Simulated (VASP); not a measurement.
# Bi2Te (P42_12) in VASP: single point with PBE

Aim: the single point of Bi2Te with PBE.

All numbers are computed with VASP 6.6.1; they aren't measurements. Logs are shortened: lines on timing, memory, paths and dates and some standing lists are left out, and cuts for length are marked.

## (1) The cell of the first run

Symmetry: P42_12, No. 90, tetragonal system. The conventional cell has a = 6.478 Å, b = 6.478 Å, c = 5.784 Å, α = 90.00°, β = 90.00°, γ = 90.00°. Bi (site symmetry 2) has 4 Te at 3.21 to 4.22 Å and 5 Bi at 3.25 to 4.22 Å within 4.3 Å. Within 4.3 Å of Te (site symmetry 4) lie 8 Bi at 3.21 to 4.22 Å.

The cell was generated, and may not be a known phase.

## (2) Single point, PBE

Contents of INCAR:

```
SYSTEM = Bi2Te
PREC = Accurate
ENCUT = 520
EDIFF = 1E-6
ISMEAR = 0
SIGMA = 0.1
LREAL = .FALSE.
LASPH = .TRUE.
NELM = 100
ALGO = Fast
ISIF = 2
LWAVE = .FALSE.
LCHARG = .TRUE.
GGA = PE
LELF = .TRUE.
LVHAR = .TRUE.
NBANDS = 45
```

Contents of KPOINTS:

```
regular mesh
0
G
  6 6 8
  0 0 0
```

Contents of POSCAR:

```
Bi2Te
1.0
    6.4782719701      0.0000000000      0.0000000000
    0.0000000000      6.4782719701      0.0000000000
    0.0000000000      0.0000000000      5.7842818011
Bi Te
4 2
Direct
    0.2300845143      0.2300845143      0.5000000000
    0.7699154857      0.7699154857      0.5000000000
    0.2699154857      0.7300845143      0.5000000000
    0.7300845143      0.2699154857      0.5000000000
    0.0000000000      0.5000000000      0.8880792964
    0.5000000000      0.0000000000      0.1119207036
```

Potentials or basis: VASP PAW PBE potentials, release 64 (Bi_d, Te).

On the command line:

```bash
> cat potpaw_PBE.64/Bi_d/POTCAR potpaw_PBE.64/Te/POTCAR > POTCAR
> mpirun -np 1 vasp_std > vasp.out
```

OUTCAR:

```text
SYSTEM = Bi2Te
   PREC = Accurate
   ENCUT = 520
   EDIFF = 1E-6
   ISMEAR = 0
   LREAL = .FALSE.
   LASPH = .TRUE.
   NELM = 100
   ISIF = 2
   GGA = PE

 ion  position               nearest neighbor table
   1  0.230  0.230  0.500-   5 3.21   6 3.21   3 3.25   4 3.25   3 3.25   4 3.25
   2  0.770  0.770  0.500-   5 3.21   6 3.21   3 3.25   4 3.25   4 3.25   3 3.25
   3  0.270  0.730  0.500-   5 3.21   6 3.21   1 3.25   2 3.25   1 3.25   2 3.25
   4  0.730  0.270  0.500-   5 3.21   6 3.21   1 3.25   2 3.25   2 3.25   1 3.25
   5  0.000  0.500  0.888-   1 3.21   2 3.21   3 3.21   4 3.21
   6  0.500  0.000  0.112-   1 3.21   2 3.21   3 3.21   4 3.21

  LATTYP: Found a simple tetragonal cell.
 ALAT       =     6.4782719701
 C/A-ratio  =     0.8928741843

  Lattice vectors:

 A1 = (   6.4782719701,   0.0000000000,   0.0000000000)
 A2 = (   0.0000000000,   6.4782719701,   0.0000000000)
 A3 = (   0.0000000000,   0.0000000000,   5.7842818011)

Analysis of symmetry for initial positions (statically):
=====================================================================
 Subroutine PRICEL returns:
 Original cell was already a primitive cell.

 Routine SETGRP: Setting up the symmetry group for a
 simple tetragonal supercell.

 Subroutine GETGRP returns: Found  8 space group operations
 (whereof  4 operations were pure point group operations)
 out of a pool of 16 trial point group operations.

The static configuration has the point symmetry D_2 .
 The point group associated with its full space group is D_4 .

Analysis of symmetry for dynamics (positions and initial velocities):
=====================================================================
 Subroutine PRICEL returns:
 Original cell was already a primitive cell.

 Routine SETGRP: Setting up the symmetry group for a
 simple tetragonal supercell.

 Subroutine GETGRP returns: Found  8 space group operations
 (whereof  4 operations were pure point group operations)
 out of a pool of 16 trial point group operations.

The dynamic configuration has the point symmetry D_2 .
 The point group associated with its full space group is D_4 .

 Subroutine INISYM returns: Found  8 space group operations
 (whereof  4 operations are pure point group operations),
 and found     1 'primitive' translations

----------------------------------------------------------------------------------------

[... 96 lines left out ...]
   LSORBIT =      F    spin-orbit coupling
   LASPH  =      T    aspherical Exc in radial PAW
   ENCUT  =  520.0 eV  38.22 Ry    6.18 a.u.  12.05 12.05 10.75*2*pi/ulx,y,z
   NELM   =    100;   NELMIN=  2; NELMDL= -5     # of ELM steps
   EDIFF  = 0.1E-05   stopping-criterion for ELM
   LREAL  =      F    real-space projection
   EDIFFG = 0.1E-04   stopping-criterion for IOM
   NSW    =      0    number of steps for IOM
   IBRION =     -1    ionic relax: 0-MD 1-quasi-New 2-CG
   NFREE  =      0    steps in history (QN), initial steepest desc. (CG)
   ISIF   =      2    stress and relaxation
   ISYM   =      2    0-nonsym 1-usesym 2-fastsym
   POTIM  = 0.5000    time-step for ionic-motion
   TEBEG  =    0.0;   TEEND  =   0.0 temperature during run
   PSTRESS=    0.0 pullay stress
   NELECT =      72.0000    total number of electrons
   NUPDOWN=      -1.0000    fix difference up-down
   EMIN   =  10.00;   EMAX   =-10.00  energy-range for DOS
   EFERMI =   0.00;   METHOD = LEGACY
   ISMEAR =     0;   SIGMA  =   0.10  broadening in eV -4-tet -1-fermi 0-gaus
   EFERMI_NEDOS =   21; number of points for ismear=-14 and -15
   IALGO  =     68    algorithm
   IMIX   =      4    mixing-type and parameters
     AMIX     =   0.40;   BMIX     =  1.00
     AMIX_MAG =   1.60;   BMIX_MAG =  1.00
  volume/ion in A,a.u.               =      40.46       273.03
  Fermi-wavevector in a.u.,A,eV,Ry     =   1.091766  2.063139 16.217517  1.191954
  Thomas-Fermi vector in A             =   2.228018
   LORBIT       =      0    0 simple, 1 ext, 2 COOP (PROOUT), +10 PAW based schemes
   GGA     = PE    functional components
   LHFCALC =     F    Hartree Fock is set to
   AEXX    =    0.0000 exact exchange contribution
   IVDW    =     0    specifies the selected vdW correction
   LEPSILON=     F    determine dielectric tensor
   LRPA    =     F    only Hartree local field effects (RPA)
 non-spin polarized calculation
 RMM-DIIS sequential band-by-band and
 Gauss-broadening in eV      SIGMA  =   0.10
  energy-cutoff  :      520.00
  volume of cell :      242.75
 maximum number of plane-waves:      6568
   NGX = 25   NGY = 25   NGZ = 21

 number of electron      72.0000022 magnetization

 Free energy of the ion-electron system (eV)
  ---------------------------------------------------
  ext. energy  EPLUGINS =         0.00000000
  ---------------------------------------------------
  free energy    TOTEN  =       -21.37930835 eV

  energy without entropy =      -21.37552148  energy(sigma->0) =      -21.37741492

 E-fermi :   4.4814     XC(G=0):  -8.5357

 val. band max:        4.4503780219   @ k =   0.5000   0.5000   0.3750
 cond. band min:       4.5244199273   @ k =   0.5000   0.1667   0.5000
 fundamental gap:      0.0740419054
 Fermi energy:         4.4814236459

 k-point     1 :       0.0000    0.0000    0.0000
  band No.  band energies     occupation
      1     -18.5130      2.00000
      2     -18.4376      2.00000
      3     -18.4376      2.00000
      4     -18.4136      2.00000
      5     -18.4080      2.00000
      6     -18.3576      2.00000
[... 1141 lines left out ...]
     44       9.0582      0.00000
     45       9.5910      0.00000

 [... further k-points ...]
[... 5 lines left out ...]
  --------------------------------------------------------------------------------------
  -------------------------------------------------------------------------------------
  Total       -0.0490995     -0.0490995     -0.0604177      0.0000000      0.0000000      0.0000000
  in kB       -0.3240561     -0.3240561     -0.3987559      0.0000000      0.0000000      0.0000000
  external PRESSURE =      -0.3489560 kB  Pullay stress =       0.0000000 kB

 VOLUME and BASIS-vectors are now :
 -----------------------------------------------------------------------------
  energy-cutoff  :      520.00
  volume of cell :      242.75
      direct lattice vectors                 reciprocal lattice vectors
     6.478271970  0.000000000  0.000000000     0.154362152  0.000000000  0.000000000
     0.000000000  6.478271970  0.000000000     0.000000000  0.154362152  0.000000000
     0.000000000  0.000000000  5.784281801     0.000000000  0.000000000  0.172882310

 POSITION                                       TOTAL-FORCE (eV/Angst)
 -----------------------------------------------------------------------------------
      1.49055      1.49055      2.89214         0.000107      0.000107      0.000000
      4.98772      4.98772      2.89214        -0.000107     -0.000107      0.000000
      1.74859      4.72969      2.89214        -0.000107      0.000107      0.000000
      4.72969      1.74859      2.89214         0.000107     -0.000107      0.000000
      0.00000      3.23914      5.13690         0.000000      0.000000      0.004008
      3.23914      0.00000      0.64738         0.000000      0.000000     -0.004008
 -----------------------------------------------------------------------------------
    total drift:                               -0.000000      0.000000      0.000000

  FREE ENERGIE OF THE ION-ELECTRON SYSTEM (eV)
  ---------------------------------------------------
  free  energy   TOTEN  =       -21.3793083473 eV

  energy  without entropy=      -21.3755214845  energy(sigma->0) =      -21.37741492
```

OSZICAR:

```text
N       E                     dE             d eps       ncg     rms          rms(c)
DAV:   1     0.780027932051E+03    0.78003E+03   -0.34981E+04  4620   0.165E+03
DAV:   2     0.712298311546E+02   -0.70880E+03   -0.69532E+03  4604   0.448E+02
DAV:   3    -0.168072762113E+02   -0.88037E+02   -0.86157E+02  5382   0.181E+02
DAV:   4    -0.213531665547E+02   -0.45459E+01   -0.45151E+01  4999   0.427E+01
DAV:   5    -0.215744557352E+02   -0.22129E+00   -0.22122E+00  6113   0.885E+00    0.558E+00
RMM:   6    -0.213759398482E+02    0.19852E+00   -0.32966E-01  4826   0.241E+00    0.338E+00
RMM:   7    -0.213776129813E+02   -0.16731E-02   -0.12639E-01  5237   0.148E+00    0.115E+00
RMM:   8    -0.213781846105E+02   -0.57163E-03   -0.20780E-02  5811   0.107E+00    0.119E-01
RMM:   9    -0.213791260391E+02   -0.94143E-03   -0.80115E-03  7331   0.470E-01    0.805E-02
RMM:  10    -0.213792694093E+02   -0.14337E-03   -0.87470E-04  6697   0.157E-01    0.274E-02
RMM:  11    -0.213792939640E+02   -0.24555E-04   -0.16923E-04  6212   0.813E-02    0.174E-02
RMM:  12    -0.213793069670E+02   -0.13003E-04   -0.61495E-05  6628   0.414E-02    0.547E-03
RMM:  13    -0.213793082169E+02   -0.12500E-05   -0.16646E-05  5365   0.181E-02    0.412E-03
RMM:  14    -0.213793083473E+02   -0.13040E-06   -0.37378E-06  3920   0.978E-03
   1 F= -.21379308E+02 E0= -.21377415E+02  d E =-.378686E-02
```

stdout:

```text
POSCAR found type information on POSCAR BiTe
 POSCAR found :  2 types and       6 ions
 scaLAPACK will be used
 LDA part: xc-table for (Slater+PW92), standard interpolation
 POSCAR, INCAR and KPOINTS ok, starting setup
 FFT: planning ... GRIDC
 FFT: planning ... GRID_SOFT
 FFT: planning ... GRID
 WAVECAR not read
 entering main loop
```

Wall time 10 min (1 thread of Intel Xeon Platinum 8259CL at 2.50GHz (Skylake/Cascade Lake), shared host); peak memory 0.6 GiB.

Results:

```
Free energy            : -21.3793 eV
Pressure               : 0.0 GPa
Largest force          : 0.004 eV/Å
Band gap on the k mesh : zero (bands 36 and 37 overlap by 0.29 eV)
```

Forces on the atoms (eV/Å):
```
Bi   0.000  0.000  0.000
Bi   0.000  0.000  0.000
Bi   0.000  0.000  0.000
Bi   0.000  0.000  0.000
Te   0.000  0.000  0.004
Te   0.000  0.000 -0.004
```

Levels at points of the mesh, in eV from the Fermi level:
| k point | band 34 | band 35 | band 36 | band 37 | band 38 | band 39 |
| --- | --- | --- | --- | --- | --- | --- |
| (0.00, 0.00, 0.00) | -1.24 | -1.09 | -1.09 | 1.45 | 1.56 | 1.56 |
| (0.50, 0.00, 0.00) | -1.14 | -0.69 | -0.69 | 0.91 | 0.91 | 1.45 |
| (0.50, 0.50, 0.00) | -0.59 | -0.27 | -0.27 | -0.15 | -0.15 | 0.30 |
| (0.00, 0.00, 0.50) | -0.95 | -0.77 | -0.77 | 0.92 | 1.44 | 2.84 |
| (0.50, 0.00, 0.50) | -1.52 | 0.14 | 0.14 | 1.04 | 1.04 | 2.23 |
| (0.50, 0.50, 0.50) | -0.33 | -0.20 | -0.20 | -0.10 | -0.10 | 0.11 |

Caveat: spin-orbit coupling is left out, which moves the levels of the heavy elements.

The gap in the log of VASP goes by the Fermi energy; the results here count the filled bands.